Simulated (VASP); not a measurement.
Here is a VASP 6.6.1 calculation.

The input INCAR:

```
PREC     = Accurate       # precision mode
ENCUT    = 520            # plane-wave cutoff, eV
EDIFF    = 1E-7           # SCF threshold, eV
ISMEAR   = -1             # smearing method
SIGMA    = 0.1            # smearing width, eV
LREAL    = F              # projectors in reciprocal space
LASPH    = T              # aspherical terms in the spheres
NELM     = 80             # most SCF steps
ALGO     = Normal         # electronic algorithm
ISIF     = 2              # what is computed and relaxed
LWAVE    = F              # write WAVECAR
LCHARG   = F              # write CHGCAR
GGA      = PE             # functional
NBANDS   = 21             # bands
```

KPOINTS

```
regular mesh
0
Gamma
  18 18 18
```

The input POSCAR:

```
Ru
1.0
   -2.2851160487      2.2851160487      1.2781586181
    2.2851160487     -2.2851160487      1.2781586181
    2.2851160487      2.2851160487     -1.2781586181
Ru
2
Direct
   -0.3750000000     -0.1250000000     -0.2500000000
    0.3750000000      0.1250000000      0.2500000000
```

Potentials or basis: VASP PAW PBE potentials, release 64 (Ru_pv).

Launch:

```sh
$ cat potpaw_PBE.64/Ru_pv/POTCAR > POTCAR
$ mpirun -np 1 vasp_std > vasp.out
```

Q: Estimate the pressure.

A: 48.5 GPa.

Q: Estimate the band gap on the k mesh.

A: Zero (band 14 reaches 14.37 eV, above the bottom of band 15 at 12.47 eV).

Stress tensor (GPa, compression positive):
```
48.72  0.00  0.00
 0.00 48.72  0.00
 0.00  0.00 48.14
```
